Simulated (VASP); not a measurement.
# InP (lda) (I-4m2) in VASP: relaxation of the atoms with LDA

Aim: the relaxation of the atoms of InP (lda) with LDA.

All numbers are computed with VASP 6.6.1; they aren't measurements. Logs are shortened: lines on timing, memory, paths and dates and some standing lists are left out, and cuts for length are marked.

**1. The cell of the first run**

It takes space group I-4m2 (No. 119, tetragonal). The conventional cell has a = 4.162 Å, b = 4.162 Å, c = 5.792 Å, α = 90.00°, β = 90.00°, γ = 90.00°. Within 3.3 Å of In (site symmetry -4m2) lie 4 P at 2.54 Å. Within 3.3 Å of P (site symmetry -4m2) lie 4 In at 2.54 Å.

**2. Relaxation of the atoms, LDA (strained cell)**

Contents of INCAR:

```
PREC = Accurate
ENCUT = 450
EDIFF = 1E-7
ISMEAR = 0
SIGMA = 0.02
LREAL = False
LASPH = True
NELM = 120
ALGO = Normal
ISIF = 2
LWAVE = False
LCHARG = False
GGA = CA
IBRION = 2
NSW = 60
EDIFFG = -0.002
GGA_COMPAT = False
NELMIN = 4
```

Contents of KPOINTS:

```
Automatic mesh
0
Gamma
  10 10 10
```

Contents of POSCAR:

```
InP
1.0
    0.0000000000      2.9427410829      2.8961234024
    2.9427410829      0.0000000000      2.8961234024
    2.9427410829      2.9427410829      0.0000000000
In P
1 1
Direct
    0.0000000000      0.0000000000      0.0000000000
    0.2500000000      0.2500000000      0.2500000000
```

Potentials or basis: VASP PAW LDA potentials, release 64 (In_d, P).

Command:

```
cat potpaw_LDA.64/In_d/POTCAR potpaw_LDA.64/P/POTCAR > POTCAR
mpirun -np 1 vasp_std > vasp.out
```

OUTCAR:

```text
PREC = Accurate
   ENCUT = 450
   EDIFF = 1E-7
   ISMEAR = 0
   LREAL = False
   LASPH = True
   NELM = 120
   ISIF = 2
   GGA = CA
   IBRION = 2
   NSW = 60
   EDIFFG = -0.002
   NELMIN = 4

 ion  position               nearest neighbor table
   1  0.000  0.000  0.000-   2 2.54   2 2.54   2 2.54   2 2.54
   2  0.250  0.250  0.250-   1 2.54   1 2.54   1 2.54   1 2.54

  LATTYP: Found a body centered tetragonal cell.
 ALAT       =     4.1616643500
 C/A-ratio  =     1.3918101792

  Lattice vectors:

 A1 = (   0.0000000000,  -2.9427410829,  -2.8961234024)
 A2 = (   0.0000000000,   2.9427410829,  -2.8961234024)
 A3 = (   2.9427410829,   0.0000000000,   2.8961234024)

Analysis of symmetry for initial positions (statically):
=====================================================================
 Subroutine PRICEL returns:
 Original cell was already a primitive cell.

 Routine SETGRP: Setting up the symmetry group for a
 body centered tetragonal supercell.

 Subroutine GETGRP returns: Found  8 space group operations
 (whereof  8 operations were pure point group operations)
 out of a pool of 16 trial point group operations.

The static configuration has the point symmetry D_2d.

Analysis of symmetry for dynamics (positions and initial velocities):
=====================================================================
 Subroutine PRICEL returns:
 Original cell was already a primitive cell.

 Routine SETGRP: Setting up the symmetry group for a
 body centered tetragonal supercell.

 Subroutine GETGRP returns: Found  8 space group operations
 (whereof  8 operations were pure point group operations)
 out of a pool of 16 trial point group operations.

The dynamic configuration has the point symmetry D_2d.

 Subroutine INISYM returns: Found  8 space group operations
 (whereof  8 operations are pure point group operations),
 and found     1 'primitive' translations

----------------------------------------------------------------------------------------

                                     Primitive cell

  volume of cell :      50.1593

  direct lattice vectors                    reciprocal lattice vectors
     0.000000000  2.942741083  2.896123402    -0.169909613  0.169909613  0.172644577
     2.942741083  0.000000000  2.896123402     0.169909613 -0.169909613  0.172644577
     2.942741083  2.942741083  0.000000000     0.169909613  0.169909613 -0.172644577

  length of vectors
     4.128832261  4.128832261  4.161664350     0.295879542  0.295879542  0.295879542

  position of ions in fractional coordinates (direct lattice)
     0.000000000  0.000000000  0.000000000
     0.250000000  0.250000000  0.250000000

  ion indices of the primitive-cell ions
   primitive index   ion index
                 1           1
                 2           2

----------------------------------------------------------------------------------------

 KPOINTS: Automatic mesh

Automatic generation of k-mesh.
 Grid dimensions read from file:
 generate k-points for:   10   10   10

 Generating k-lattice:

  Cartesian coordinates                     Fractional coordinates (reciprocal lattice)
    -0.016990961  0.016990961  0.017264458     0.100000000  0.000000000  0.000000000
     0.016990961 -0.016990961  0.017264458     0.000000000  0.100000000  0.000000000
     0.016990961  0.016990961 -0.017264458     0.000000000  0.000000000  0.100000000

  Length of vectors
     0.029587954  0.029587954  0.029587954

  Shift w.r.t. Gamma in fractional coordinates (k-lattice)
     0.000000000  0.000000000  0.000000000

 Subroutine IBZKPT returns following result:
 ===========================================

 Found    102 irreducible k-points:

 Following reciprocal coordinates:
            Coordinates               Weight
  0.000000  0.000000  0.000000      1.000000
  0.100000  0.000000  0.000000      8.000000
  0.200000  0.000000  0.000000      8.000000
  0.300000  0.000000  0.000000      8.000000
  0.400000  0.000000  0.000000      8.000000
  0.500000  0.000000  0.000000      4.000000
[... 16 lines left out ...]
  0.300000  0.300000  0.000000      2.000000
  0.400000  0.300000  0.000000      8.000000
 [... further k-points ...]
   k-points           NKPTS =    102   k-points in BZ     NKDIM =    102   number of bands    NBANDS=     13
   number of dos      NEDOS =    301   number of ions     NIONS =      2
   total plane-waves  NPLWV =  27000
   dimension x,y,z NGX =    30 NGY =   30 NGZ =   30
   dimension x,y,z NGXF=    60 NGYF=   60 NGZF=   60
   ions per type =               1   1
   NGX,Y,Z   is equivalent  to a cutoff of  12.08, 12.08, 11.98 a.u.
   NGXF,Y,Z  is equivalent  to a cutoff of  24.16, 24.16, 23.97 a.u.
 SYSTEM =  unknown system
   PREC   = accura    normal or accurate (medium, high low for compatibility)
   ISTART =      0    job   : 0-new  1-cont  2-samecut
   ICHARG =      2    charge: 1-file 2-atom 10-const
   ISPIN  =      1    spin polarized calculation?
   LNONCOLLINEAR =      F non collinear calculations
   LSORBIT =      F    spin-orbit coupling
   LASPH  =      T    aspherical Exc in radial PAW
   ENCUT  =  450.0 eV  33.07 Ry    5.75 a.u.   7.14  7.14  7.20*2*pi/ulx,y,z
   NELM   =    120;   NELMIN=  4; NELMDL= -5     # of ELM steps
   EDIFF  = 0.1E-06   stopping-criterion for ELM
   LREAL  =      F    real-space projection
   EDIFFG = -.2E-02   stopping-criterion for IOM
   NSW    =     60    number of steps for IOM
   IBRION =      2    ionic relax: 0-MD 1-quasi-New 2-CG
   NFREE  =      1    steps in history (QN), initial steepest desc. (CG)
   ISIF   =      2    stress and relaxation
   ISYM   =      2    0-nonsym 1-usesym 2-fastsym
   POTIM  = 0.5000    time-step for ionic-motion
   TEBEG  =    0.0;   TEEND  =   0.0 temperature during run
   PSTRESS=    0.0 pullay stress
   NELECT =      18.0000    total number of electrons
   NUPDOWN=      -1.0000    fix difference up-down
   EMIN   =  10.00;   EMAX   =-10.00  energy-range for DOS
   EFERMI =   0.00;   METHOD = LEGACY
   ISMEAR =     0;   SIGMA  =   0.02  broadening in eV -4-tet -1-fermi 0-gaus
   EFERMI_NEDOS =   21; number of points for ismear=-14 and -15
   IALGO  =     38    algorithm
   IMIX   =      4    mixing-type and parameters
     AMIX     =   0.40;   BMIX     =  1.00
     AMIX_MAG =   1.60;   BMIX_MAG =  1.00
  volume/ion in A,a.u.               =      25.08       169.25
  Fermi-wavevector in a.u.,A,eV,Ry     =   1.163363  2.198437 18.414311  1.353414
  Thomas-Fermi vector in A             =   2.299914
   LORBIT       =      0    0 simple, 1 ext, 2 COOP (PROOUT), +10 PAW based schemes
   GGA     = CA    functional components
   LHFCALC =     F    Hartree Fock is set to
   AEXX    =    0.0000 exact exchange contribution
   IVDW    =     0    specifies the selected vdW correction
   LEPSILON=     F    determine dielectric tensor
   LRPA    =     F    only Hartree local field effects (RPA)
 conjugate gradient relaxation of ions
 non-spin polarized calculation
 Gauss-broadening in eV      SIGMA  =   0.02
  energy-cutoff  :      450.00
  volume of cell :       50.16
 maximum number of plane-waves:      1102
 NGX is ok and might be reduce to    30
   NGX = 15   NGY = 15   NGZ = 15

 number of electron      18.0000008 magnetization

 Free energy of the ion-electron system (eV)
  ---------------------------------------------------
  ext. energy  EPLUGINS =         0.00000000
  ---------------------------------------------------
  free energy    TOTEN  =        -9.67141126 eV

  energy without entropy =       -9.67141126  energy(sigma->0) =       -9.67141126

 E-fermi :   5.2046     XC(G=0):  -9.6261

 val. band max:        5.0956683818   @ k =   0.0000   0.0000   0.0000
 cond. band min:       5.5748526839   @ k =   0.0000   0.0000   0.0000
 fundamental gap:      0.4791843020
 Fermi energy:         5.2046032030

 k-point     1 :       0.0000    0.0000    0.0000
  band No.  band energies     occupation
      1      -9.1489      2.00000
      2      -9.1489      2.00000
      3      -9.1426      2.00000
      4      -8.9907      2.00000
      5      -8.9897      2.00000
      6      -6.5222      2.00000
      7       5.0211      2.00000
      8       5.0211      2.00000
      9       5.0957      2.00000
     10       5.5749      0.00000
     11       8.9947      0.00000
     12       9.0205      0.00000
     13       9.0205      0.00000

 k-point     2 :       0.1000    0.0000    0.0000
  band No.  band energies     occupation
      1      -9.1598      2.00000
      2      -9.1438      2.00000
      3      -9.1393      2.00000
      4      -8.9909      2.00000
      5      -8.9896      2.00000
      6      -6.4058      2.00000
      7       3.8258      2.00000
      8       4.8893      2.00000
      9       4.9460      2.00000
     10       6.4087      0.00000
     11       9.0633      0.00000
     12       9.2061      0.00000
     13       9.2084      0.00000

 k-point     3 :       0.2000    0.0000    0.0000
  band No.  band energies     occupation
      1      -9.1912      2.00000
      2      -9.1315      2.00000
      3      -9.1275      2.00000
      4      -8.9904      2.00000
      5      -8.9880      2.00000
      6      -6.0708      2.00000
      7       2.2791      2.00000
      8       4.5921      2.00000
      9       4.6636      2.00000
     10       6.7256      0.00000
     11       9.5633      0.00000
     12       9.5745      0.00000
     13       9.7218      0.00000

 k-point     4 :       0.3000    0.0000    0.0000
  band No.  band energies     occupation
      1      -9.2283      2.00000
      2      -9.1190      2.00000
      3      -9.1150      2.00000
      4      -8.9872      2.00000
      5      -8.9832      2.00000
      6      -5.5673      2.00000
      7       0.8198      2.00000
      8       4.2875      2.00000
      9       4.3753      2.00000
     10       6.5950      0.00000
     11       9.7612      0.00000
     12       9.8279      0.00000
     13      10.7989      0.00000

 k-point     5 :       0.4000    0.0000    0.0000
  band No.  band energies     occupation
      1      -9.2569      2.00000
      2      -9.1113      2.00000
      3      -9.1073      2.00000
      4      -8.9820      2.00000
      5      -8.9767      2.00000
      6      -5.0263      2.00000
      7      -0.3259      2.00000
      8       4.0744      2.00000
      9       4.1741      2.00000
     10       6.4370      0.00000
     11       9.7338      0.00000
     12       9.8384      0.00000
     13      11.7036      0.00000
[... 257 lines left out ...]
 k-point    22 :      -0.2000    0.2000    0.0000
  band No.  band energies     occupation
      1      -9.2383      2.00000
      2      -9.1102      2.00000
      3      -9.1052      2.00000
      4      -8.9934      2.00000
      5      -8.9837      2.00000
      6      -5.4048      2.00000
      7       0.9581      2.00000
      8       2.8426      2.00000
      9       4.3231      2.00000
     10       7.7928      0.00000
     11       9.8057      0.00000
     12      10.0446      0.00000
     13      10.0446      0.00000

 k-point    23 :       0.3000    0.3000    0.0000
  band No.  band energies     occupation
      1      -9.2772      2.00000
      2      -9.0788      2.00000
      3      -9.0788      2.00000
      4      -9.0259      2.00000
      5      -8.9646      2.00000
      6      -5.2280      2.00000
      7       1.0039      2.00000
      8       3.2348      2.00000
      9       3.2348      2.00000
     10       7.0080      0.00000
     11       7.9140      0.00000
     12      12.0241      0.00000
     13      12.0282      0.00000

 k-point    24 :       0.4000    0.3000    0.0000
  band No.  band energies     occupation
      1      -9.2976      2.00000
      2      -9.0689      2.00000
      3      -9.0658      2.00000
      4      -9.0301      2.00000
      5      -8.9605      2.00000
      6      -4.7940      2.00000
      7       0.2684      2.00000
      8       2.7703      2.00000
      9       3.0265      2.00000
     10       7.0711      0.00000
     11       7.9054      0.00000
     12      11.7995      0.00000
     13      12.4221      0.00000

 [... further k-points ...]
[... 5 lines left out ...]
  --------------------------------------------------------------------------------------
  -------------------------------------------------------------------------------------
  Total       -0.3624432     -0.3624432     -0.1471645      0.0000000     -0.0000000      0.0000000
  in kB      -11.5770906    -11.5770906     -4.7006980      0.0000000     -0.0000000      0.0000000
  external PRESSURE =      -9.2849597 kB  Pullay stress =       0.0000000 kB

 VOLUME and BASIS-vectors are now :
 -----------------------------------------------------------------------------
  energy-cutoff  :      450.00
  volume of cell :       50.16
      direct lattice vectors                 reciprocal lattice vectors
     0.000000000  2.942741083  2.896123402    -0.169909613  0.169909613  0.172644577
     2.942741083  0.000000000  2.896123402     0.169909613 -0.169909613  0.172644577
     2.942741083  2.942741083  0.000000000     0.169909613  0.169909613 -0.172644577

 POSITION                                       TOTAL-FORCE (eV/Angst)
 -----------------------------------------------------------------------------------
      0.00000      0.00000      0.00000        -0.000000      0.000000     -0.000000
      1.47137      1.47137      1.44806         0.000000      0.000000      0.000000
 -----------------------------------------------------------------------------------
    total drift:                                0.000000      0.000000      0.000000

  FREE ENERGIE OF THE ION-ELECTRON SYSTEM (eV)
  ---------------------------------------------------
  free  energy   TOTEN  =        -9.6714112616 eV

  energy  without entropy=       -9.6714112616  energy(sigma->0) =       -9.67141126

 reached required accuracy - stopping structural energy minimisation
```

Run time: 86 s. Hardware: 1 thread of Intel Xeon 8259CL, shared host; peak memory 0.19 GiB.

What came out:

```yaml
Free_energy: -9.6714 eV
Pressure_after_relaxing: -0.9 GPa
Band_gap_on_the_k_mesh: 0.48 eV, direct
```

Final structure:
```yaml
crystal:
  lattice:
    - [0.00000, 2.94274, 2.89612]
    - [2.94274, 0.00000, 2.89612]
    - [2.94274, 2.94274, 0.00000]
  atoms:
    - { symbol: In, position: [0.00000, 0.00000, 0.00000] }
    - { symbol: P, position: [0.25000, 0.25000, 0.25000] }
```

Levels at points of the mesh, in eV from the valence-band top:
```tsv
k point	band 7	band 8	band 9	band 10	band 11	band 12
(0.00, 0.00, 0.00)	-0.07	-0.07	0.00	0.48	3.90	3.92
(0.50, 0.00, 0.00)	-5.90	-1.10	-0.99	1.28	4.60	4.71
(0.50, 0.50, 0.00)	-5.86	-2.48	-2.48	1.49	1.98	9.07
(0.50, 0.00, 0.50)	-5.96	-2.39	-2.38	1.57	2.13	8.91
```

Caveat: the cell differs from its parent crystal (strained cell); the relaxation stopped at its first step, so nothing moved; spin-orbit coupling is left out, which moves the levels of the heavy elements.
